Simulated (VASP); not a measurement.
# GdCoGeH (P4/nmm) in VASP: single point with PBE

Aim: the single point of GdCoGeH with PBE.

Everything below comes from runs of VASP 6.6.1. Logs are shortened: lines on timing, memory, paths and dates and some standing lists are left out, and cuts for length are marked.

## Step 1: The cell of the first run

It takes space group P4/nmm (No. 129, tetragonal). Conventional cell: a = 3.953 Å, b = 3.953 Å, c = 7.568 Å, α = 90.00°, β = 90.00°, γ = 90.00°. Within 3.2 Å of Gd (site symmetry 4mm) lie 4 H at 2.36 Å and 4 Ge at 3.06 Å and 4 Co at 3.18 Å. H (site symmetry -4m2) has 4 Gd at 2.36 Å and 4 H at 2.80 Å and 4 Ge at 3.22 Å within 3.3 Å. Ge (site symmetry 4mm) has 4 Co at 2.34 Å and 4 Gd at 3.06 Å and 4 H at 3.22 Å within 3.3 Å. Within 3.2 Å of Co (site symmetry -4m2) lie 4 Ge at 2.34 Å and 4 Co at 2.80 Å and 4 Gd at 3.18 Å.

## Step 2: Single point, PBE, collinear spin, antiferromagnetic start

Contents of INCAR:

```
ALGO = Normal
EDIFF = 1E-6
ENCUT = 520
GGA = PE
ISIF = 2
ISMEAR = -1
ISPIN = 2
LASPH = True
LCHARG = True
LELF = True
LMAXMIX = 6
LORBIT = 11
LREAL = False
LUSENCCL = False
LVHAR = True
LWAVE = False
MAGMOM = 7 -7 0 0 0 0 3 -3
NBANDS = 56
NELM = 150
PREC = Accurate
SIGMA = 0.1
```

Contents of KPOINTS:

```
Automatic mesh
0
Gamma
  5 5 3
  0.5 0.5 0.5
```

Contents of POSCAR:

```
GdCoGeH
1.0
    3.9528732600      0.0000000000      0.0000000000
    0.0000000000      3.9528732600      0.0000000000
    0.0000000000      0.0000000000      7.5681873500
Gd H Ge Co
2 2 2 2
Direct
    0.2500000000      0.2500000000      0.6709000000
    0.7500000000      0.7500000000      0.3291000000
    0.2500000000      0.7500000000      0.5000000000
    0.7500000000      0.2500000000      0.5000000000
    0.2500000000      0.2500000000      0.1643000000
    0.7500000000      0.7500000000      0.8357000000
    0.7500000000      0.2500000000      0.0000000000
    0.2500000000      0.7500000000      0.0000000000
```

Potentials or basis: VASP PAW PBE potentials, release 64 (Gd, H, Ge_d, Co).

Started as:

```console
> cat potpaw_PBE.64/Gd/POTCAR potpaw_PBE.64/H/POTCAR potpaw_PBE.64/Ge_d/POTCAR potpaw_PBE.64/Co/POTCAR > POTCAR
> mpirun -np 1 vasp_std > vasp.out
```

OUTCAR:

```text
EDIFF = 1E-6
   ENCUT = 520
   GGA = PE
   ISIF = 2
   ISMEAR = -1
   ISPIN = 2
   LASPH = True
   LORBIT = 11
   LREAL = False
   NELM = 150
   PREC = Accurate

 ion  position               nearest neighbor table
   1  0.250  0.250  0.671-   6 3.06   6 3.06   6 3.06   6 3.06   8 3.18   8 3.18   7 3.18   7 3.18

   2  0.750  0.750  0.329-   5 3.06   5 3.06   5 3.06   5 3.06   7 3.18   8 3.18   8 3.18   7 3.18

   3  0.250  0.750  0.500-
   4  0.750  0.250  0.500-
   5  0.250  0.250  0.164-   7 2.34   8 2.34   8 2.34   7 2.34   2 3.06   2 3.06   2 3.06   2 3.06

   6  0.750  0.750  0.836-   7 2.34   8 2.34   7 2.34   8 2.34   1 3.06   1 3.06   1 3.06   1 3.06

   7  0.750  0.250  0.000-   5 2.34   6 2.34   6 2.34   5 2.34   8 2.80   8 2.80   8 2.80   8 2.80
                             1 3.18   2 3.18   2 3.18   1 3.18
   8  0.250  0.750  0.000-   5 2.34   6 2.34   5 2.34   6 2.34   7 2.80   7 2.80   7 2.80   7 2.80
                             2 3.18   1 3.18   2 3.18   1 3.18

  LATTYP: Found a simple tetragonal cell.
 ALAT       =     3.9528732600
 C/A-ratio  =     1.9146040999

  Lattice vectors:

 A1 = (   3.9528732600,   0.0000000000,   0.0000000000)
 A2 = (   0.0000000000,   3.9528732600,   0.0000000000)
 A3 = (   0.0000000000,   0.0000000000,   7.5681873500)

Analysis of symmetry for initial positions (statically):
=====================================================================
 Subroutine PRICEL returns:
 Original cell was already a primitive cell.

 Routine SETGRP: Setting up the symmetry group for a
 simple tetragonal supercell.

 Subroutine GETGRP returns: Found 16 space group operations
 (whereof  4 operations were pure point group operations)
 out of a pool of 16 trial point group operations.

The static configuration has the point symmetry C_2h.
 The point group associated with its full space group is D_4h.

Analysis of symmetry for dynamics (positions and initial velocities):
=====================================================================
 Subroutine PRICEL returns:
 Original cell was already a primitive cell.

 Routine SETGRP: Setting up the symmetry group for a
 simple tetragonal supercell.

 Subroutine GETGRP returns: Found 16 space group operations
 (whereof  4 operations were pure point group operations)
 out of a pool of 16 trial point group operations.

The dynamic configuration has the point symmetry C_2h.
 The point group associated with its full space group is D_4h.

Analysis of structural, dynamic, and magnetic symmetry:
=====================================================================
 Subroutine PRICEL returns:
 Original cell was already a primitive cell.

 Routine SETGRP: Setting up the symmetry group for a
 simple tetragonal supercell.

 Subroutine GETGRP returns: Found  8 space group operations
 (whereof  2 operations were pure point group operations)
 out of a pool of 16 trial point group operations.

The overall configuration has the point symmetry S_2 .
 The point group associated with its full space group is D_2h.

 Subroutine INISYM returns: Found  8 space group operations
 (whereof  2 operations are pure point group operations),
 and found     1 'primitive' translations

----------------------------------------------------------------------------------------

                                     Primitive cell

  volume of cell :     118.2545

  direct lattice vectors                    reciprocal lattice vectors
     3.952873260  0.000000000  0.000000000     0.252980537  0.000000000  0.000000000
     0.000000000  3.952873260  0.000000000     0.000000000  0.252980537  0.000000000
     0.000000000  0.000000000  7.568187350     0.000000000  0.000000000  0.132132036

  length of vectors
     3.952873260  3.952873260  7.568187350     0.252980537  0.252980537  0.132132036
[... 69 lines left out ...]
   number of dos      NEDOS =    301   number of ions     NIONS =      8
   total plane-waves  NPLWV =  50400
   dimension x,y,z NGX =    30 NGY =   30 NGZ =   56
   dimension x,y,z NGXF=    60 NGYF=   60 NGZF=  112
   ions per type =               2   2   2   2
   NGX,Y,Z   is equivalent  to a cutoff of  12.62, 12.62, 12.30 a.u.
   NGXF,Y,Z  is equivalent  to a cutoff of  25.23, 25.23, 24.60 a.u.
 SYSTEM =  unknown system
   PREC   = accura    normal or accurate (medium, high low for compatibility)
   ISTART =      0    job   : 0-new  1-cont  2-samecut
   ICHARG =      2    charge: 1-file 2-atom 10-const
   ISPIN  =      2    spin polarized calculation?
   LNONCOLLINEAR =      F non collinear calculations
   LSORBIT =      F    spin-orbit coupling
   LASPH  =      T    aspherical Exc in radial PAW
   ENCUT  =  520.0 eV  38.22 Ry    6.18 a.u.   7.35  7.35 14.07*2*pi/ulx,y,z
   NELM   =    150;   NELMIN=  2; NELMDL= -5     # of ELM steps
   EDIFF  = 0.1E-05   stopping-criterion for ELM
   LREAL  =      F    real-space projection
   EDIFFG = 0.1E-04   stopping-criterion for IOM
   NSW    =      0    number of steps for IOM
   IBRION =     -1    ionic relax: 0-MD 1-quasi-New 2-CG
   NFREE  =      0    steps in history (QN), initial steepest desc. (CG)
   ISIF   =      2    stress and relaxation
   ISYM   =      2    0-nonsym 1-usesym 2-fastsym
   POTIM  = 0.5000    time-step for ionic-motion
   TEBEG  =    0.0;   TEEND  =   0.0 temperature during run
   PSTRESS=    0.0 pullay stress
   NELECT =      84.0000    total number of electrons
   NUPDOWN=      -1.0000    fix difference up-down
   EMIN   =  10.00;   EMAX   =-10.00  energy-range for DOS
   EFERMI =   0.00;   METHOD = LEGACY
   ISMEAR =    -1;   SIGMA  =   0.10  broadening in eV -4-tet -1-fermi 0-gaus
   EFERMI_NEDOS =   21; number of points for ismear=-14 and -15
   IALGO  =     38    algorithm
   IMIX   =      4    mixing-type and parameters
     AMIX     =   0.40;   BMIX     =  1.00
     AMIX_MAG =   1.60;   BMIX_MAG =  1.00
  volume/ion in A,a.u.               =      14.78        99.75
  Fermi-wavevector in a.u.,A,eV,Ry     =   1.460703  2.760329 29.030131  2.133654
  Thomas-Fermi vector in A             =   2.577122
   LORBIT       =     11    0 simple, 1 ext, 2 COOP (PROOUT), +10 PAW based schemes
   GGA     = PE    functional components
   LHFCALC =     F    Hartree Fock is set to
   AEXX    =    0.0000 exact exchange contribution
   IVDW    =     0    specifies the selected vdW correction
   LEPSILON=     F    determine dielectric tensor
   LRPA    =     F    only Hartree local field effects (RPA)
 spin polarized calculation
  energy-cutoff  :      520.00
  volume of cell :      118.25
 maximum number of plane-waves:      3197
 NGX is ok and might be reduce to    30
   NGX = 15   NGY = 15   NGZ = 29

 number of electron      84.0000024 magnetization       0.0000000

 number of electron      84.0000024 magnetization      -0.0000000

 Free energy of the ion-electron system (eV)
  ---------------------------------------------------
  ext. energy  EPLUGINS =         0.00000000
  ---------------------------------------------------
  free energy    TOTEN  =       -58.61472386 eV

  energy without entropy =      -58.45895473  energy(sigma->0) =      -58.53683929

 E-fermi :   5.7973     XC(G=0): -11.4482

 val. band max:        5.7640051475   @ k =  -0.1000   0.5000   0.5000
 cond. band min:       5.8820861121   @ k =   0.1000   0.1000   0.1667
 fundamental gap:      0.1180809646
 Fermi energy:         5.7972995704

 spin component 1

 k-point     1 :       0.1000    0.1000    0.1667
  band No.  band energies     occupation
      1     -39.2156      1.00000
      2     -36.0939      1.00000
      3     -18.2035      1.00000
      4     -18.2012      1.00000
      5     -18.1967      1.00000
      6     -18.1966      1.00000
[... 1015 lines left out ...]
     53       9.8026      0.00000
     54       9.9760      0.00000
 Fermi energy:         5.7972995704

 spin component 2

 k-point     1 :       0.1000    0.1000    0.1667
  band No.  band energies     occupation
      1     -39.2156      1.00000
      2     -36.0939      1.00000
      3     -18.2035      1.00000
      4     -18.2012      1.00000
      5     -18.1967      1.00000
      6     -18.1966      1.00000
[... 1015 lines left out ...]
     53       9.8026      0.00000
     54       9.9760      0.00000
 [bands above 54 left out]

------------------------ aborting loop because EDIFF is reached ----------------------------------------

  FORCE on cell =-STRESS in cart. coord.  units (eV):
  Direction    XX          YY          ZZ          XY          YZ          ZX
  --------------------------------------------------------------------------------------
  -------------------------------------------------------------------------------------
  Total       -0.4112065     -0.4109807     -0.4972828      0.0000000      0.0000000      0.0000000
  in kB       -5.5712531     -5.5681939     -6.7374627      0.0000000      0.0000000      0.0000000
  external PRESSURE =      -5.9589699 kB  Pullay stress =       0.0000000 kB

 VOLUME and BASIS-vectors are now :
 -----------------------------------------------------------------------------
  energy-cutoff  :      520.00
  volume of cell :      118.25
      direct lattice vectors                 reciprocal lattice vectors
     3.952873260  0.000000000  0.000000000     0.252980537  0.000000000  0.000000000
     0.000000000  3.952873260  0.000000000     0.000000000  0.252980537  0.000000000
     0.000000000  0.000000000  7.568187350     0.000000000  0.000000000  0.132132036

 POSITION                                       TOTAL-FORCE (eV/Angst)
 -----------------------------------------------------------------------------------
      0.98822      0.98822      5.07750        -0.000000     -0.000000     -0.244456
      2.96465      2.96465      2.49069        -0.000000     -0.000000      0.244456
      0.98822      2.96465      3.78409        -0.000000      0.000000      0.000002
      2.96465      0.98822      3.78409        -0.000000     -0.000000     -0.000002
      0.98822      0.98822      1.24345         0.000000      0.000000      0.420338
      2.96465      2.96465      6.32473        -0.000000      0.000000     -0.420338
      2.96465      0.98822      0.00000        -0.000000      0.000000      0.000009
      0.98822      2.96465      0.00000         0.000000      0.000000     -0.000009
 -----------------------------------------------------------------------------------
    total drift:                                0.000000      0.000000     -0.000000

  FREE ENERGIE OF THE ION-ELECTRON SYSTEM (eV)
  ---------------------------------------------------
  free  energy   TOTEN  =       -58.6147238596 eV

  energy  without entropy=      -58.4589547288  energy(sigma->0) =      -58.53683929

 total charge

# of ion       s       p       d       f       tot
--------------------------------------------------
    1        2.023   5.622   0.509   7.023  15.177
    2        2.023   5.622   0.509   7.023  15.177
    3        0.534   0.005   0.000   0.000   0.539
    4        0.534   0.005   0.000   0.000   0.539
    5        1.133   1.335  10.067   0.000  12.535
    6        1.133   1.335  10.067   0.000  12.535
    7        0.429   0.498   7.430   0.000   8.358
    8        0.429   0.498   7.430   0.000   8.358
--------------------------------------------------
tot          8.240  14.920  36.012  14.045  73.217

 magnetization (x)

# of ion       s       p       d       f       tot
--------------------------------------------------
    1       -0.006  -0.081   0.081   6.782   6.776
    2        0.006   0.081  -0.081  -6.782  -6.776
    3        0.000   0.000   0.000   0.000   0.000
    4       -0.000  -0.000   0.000   0.000  -0.000
    5        0.005   0.003  -0.002   0.000   0.007
    6       -0.005  -0.003   0.002   0.000  -0.007
    7        0.000   0.000   0.000   0.000   0.000
    8       -0.000  -0.000  -0.000   0.000  -0.000
--------------------------------------------------
tot          0.000   0.000   0.000   0.000   0.000
```

It took 6.1 min on 1 × NVIDIA H100 80GB with 1 thread of AMD EPYC 7R13 (Zen 3), shared host; peak memory 1.4 GiB.

What came out:

* Free energy: -58.6147 eV
* Pressure: -0.6 GPa
* Largest force: 0.420 eV/Å
* Band gap on the k mesh: zero (filled and empty bands overlap)
* Net moment: 0.00 μB per cell
* Site moments: Gd +6.78, -6.78; H +0.00, -0.00; Ge +0.01, -0.01; Co +0.00, -0.00 μB
* Valence electrons inside the program's atomic spheres: Gd 15.18; H 0.54; Ge 12.54; Co 8.36

Forces in eV/Å, atoms in the order of the input:
```
Gd   0.000  0.000 -0.244
Gd   0.000  0.000  0.244
H    0.000  0.000  0.000
H    0.000  0.000  0.000
Ge   0.000  0.000  0.420
Ge   0.000  0.000 -0.420
Co   0.000  0.000  0.000
Co   0.000  0.000  0.000
```

Stress tensor (GPa, compression positive):
```
-0.56  0.00  0.00
 0.00 -0.56  0.00
 0.00  0.00 -0.67
```

Levels at points of the mesh, in eV from the Fermi level:
Spin up:
| k point | band 41 | band 42 | band 43 | band 44 | band 45 | band 46 |
| --- | --- | --- | --- | --- | --- | --- |
| (0.50, 0.50, 0.50) | -0.97 | -0.88 | -0.83 | 0.29 | 0.29 | 0.73 |
Spin down:
| k point | band 39 | band 40 | band 41 | band 42 | band 43 | band 44 | band 45 | band 46 | band 47 | band 48 |
| --- | --- | --- | --- | --- | --- | --- | --- | --- | --- | --- |
| (0.50, 0.50, 0.50) | -1.75 | -0.97 | -0.97 | -0.88 | -0.83 | 0.29 | 0.29 | 0.73 | 0.74 | 0.74 |

Caveat: spin-orbit coupling is left out, which moves the levels of the heavy elements; semilocal functionals describe open f shells poorly, which spoils levels, moments and volumes.
